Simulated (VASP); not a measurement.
AlNi (rocksalt type): single point with LDA

The system is AlNi (rocksalt type).

```
CELL_PARAMETERS angstrom
0.00000 1.94561 1.94561
1.94561 0.00000 1.94561
1.94561 1.94561 0.00000
ATOMIC_POSITIONS crystal
Ni 0.00000 0.00000 0.00000
Al 0.50000 0.50000 0.50000
```

- Program: VASP 6.6.1
- Task: single point
- Functional: LDA
- Potentials or basis: VASP PAW LDA potentials, release 64 (Ni, Al)
- Cutoff: 520 eV
- k mesh: 15 × 15 × 15
- Occupations: fermi-dirac, width 0.1 eV
- Spin: no spin polarisation
- Dipole correction: no
- Further INCAR settings: ALGO = Normal; EDIFF = 1e-07; NBANDS = 14

The pressure is 273.0 GPa. The band gap on the k mesh is zero (an odd number of electrons rules out a gap without spin polarisation).

Levels at points of the mesh, in eV from the Fermi level:
| k point | band 3 | band 4 | band 5 | band 6 | band 7 | band 8 | band 9 | band 10 |
| --- | --- | --- | --- | --- | --- | --- | --- | --- |
| (0.00, 0.00, 0.00) | -5.81 | -5.81 | -5.35 | -5.35 | 11.91 | 11.91 | 11.91 | 12.31 |

Wall time 13 s on 1 thread of Intel(R) Xeon(R) Platinum 8559C (Emerald Rapids), on a shared host, peak memory 0.13 GiB.

Caveat: the cell stands under pressure. Spin polarisation is off, so any magnetic state and its effect on volume and gap are missing.
